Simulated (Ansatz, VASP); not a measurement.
## MgO in VASP and in Ansatz

INCAR

```
  PREC = Accurate
  ENCUT = 600
  EDIFF = 1E-6
  ISMEAR = -5
  SIGMA = 0.1
  LREAL = False
  LASPH = True
  NELM = 120
  ALGO = Normal
  ISIF = 2
  LWAVE = False
  LCHARG = False
  GGA = PE
  NBANDS = 11
  GGA_COMPAT = False
```

File KPOINTS:

```
regular mesh
0
Gamma
  8 8 8
```

POSCAR

```
MgO
1.0
    0.0000000000      2.1015000000      2.1015000000
    2.1015000000      0.0000000000      2.1015000000
    2.1015000000      2.1015000000      0.0000000000
Mg O
1 1
Direct
    0.0000000000      0.0000000000      0.0000000000
    0.5000000000      0.5000000000      0.5000000000
```

Input for Ansatz:

```yaml
crystal:
  lattice:
    - [0.0, 2.1015, 2.1015]
    - [2.1015, 0.0, 2.1015]
    - [2.1015, 2.1015, 0.0]
  atoms:
    - { symbol: Mg, position: [0.0, 0.0, 0.0] }
    - { symbol: O, position: [0.5, 0.5, 0.5] }
hamiltonian:
  xc: pbe
  pseudopotentials: { kind: paw }
basis:
  ecutwfc: 420
kpoints:
  mp_grid: { grid: [8, 8, 8] }
scf:
  occupations: { method: tetrahedron }
  lower_state_search: "off"
  max_iter: 60
output:
  forces: true
  stress: true
```

Alike in both runs: task single point; functional PBE; k mesh 8 × 8 × 8; occupations tetrahedron; no spin polarisation.

```csv
,VASP,Ansatz
version,VASP 6.6.1,Ansatz 0.2.0
potentials or method,"VASP PAW PBE potentials, release 64 (Mg, O), cutoff 600 eV","PAW, plane waves, scalar-relativistic"
valence electrons in the cell,8,16
```

VASP gave:

* gap on the k mesh at the Fermi level (eV): 4.79
* pressure (GPa): 4.8

Estimate Ansatz's values.

gap on the k mesh at the Fermi level (eV): 4.81; pressure (GPa): 5.8.

With one functional, cell and mesh, what is left measures potentials, basis and numerics. VASP's potentials hold 8 valence electrons a cell and Ansatz's 16, so a difference there can come from the potentials and not from the codes. Ansatz's warnings: band table not solved further, tetrahedron derivatives may miss energy slope.
